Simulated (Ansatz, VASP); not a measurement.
O in VASP and in Ansatz

The input INCAR:

```
ALGO = Normal
EDIFF = 1E-7
ENCUT = 520
GGA = PS
ISIF = 2
ISMEAR = -1
LASPH = T
LCHARG = F
LREAL = F
LWAVE = F
NBANDS = 13
NELM = 100
PREC = Accurate
SIGMA = 0.05
```

File KPOINTS:

```
k-points
0
Gamma
  10 10 7
```

Contents of POSCAR:

```
O
1.0
    2.8514028533     -1.6624159400      0.0000000000
    2.8514028533      1.6624159400      0.0000000000
   -2.3944914034      0.0000000000      3.6470501824
O
2
Direct
    0.9759870000      0.9781390000      0.8392170000
    0.0063250000      0.0450590000      0.1663370000
```

input.yaml

```yaml
crystal:
  lattice:
    - [2.8514028533, -1.66241594, 0.0]
    - [2.8514028533, 1.66241594, 0.0]
    - [-2.3944914034, 0.0, 3.6470501824]
  atoms:
    - { symbol: O, position: [0.975987, 0.978139, 0.839217] }
    - { symbol: O, position: [0.006325, 0.045059, 0.166337] }
kpoints:
  mp_grid: { grid: [10, 10, 7] }
scf:
  occupations: { method: fermi_dirac, width: 0.05 }
hamiltonian:
  xc: pbesol
  pseudopotentials: { kind: all_electron, lapw: { basis_error: 0.001 } }
output:
  forces: true
  stress: true
  eigenvalues: true
  populations: true
```

Change from the starting cell: atoms moved at random, drawn with an rms of 0.05 Å.

Alike in both runs: task single point; functional PBEsol; k mesh 10 × 10 × 7; occupations fermi-dirac, width 0.05 eV; no spin polarisation.

|  | VASP | Ansatz |
| --- | --- | --- |
| version | VASP 6.6.1 | Ansatz 0.2.0 |
| potentials or method | VASP PAW PBE potentials, release 64 (O), cutoff 520 eV | all-electron LAPW, scalar-relativistic |

Ansatz gave:

- gap on the k mesh at the Fermi level (eV): none
- pressure (GPa): -11.4
- traceless stress, the component that is largest in VASP (GPa): -14.99
- rms of the force components (eV/Å): 2.666

Q: Estimate VASP's values.

A: gap on the k mesh at the Fermi level (eV): none; pressure (GPa): -10.3; traceless stress, the component that is largest in VASP (GPa): -12.91; rms of the force components (eV/Å): 2.277.

VASP's potentials were made for PBE, not for PBEsol. Atom by atom the forces differ by 0.390 eV/Å (rms over components). A gap of «none» marks a metal or a gap that the smearing closes. Ansatz ran all-electron here, and VASP with PAW potentials.

Noted on VASP's run: spin is off for a triplet molecule. Noted on Ansatz's run: spin is off for a triplet molecule.
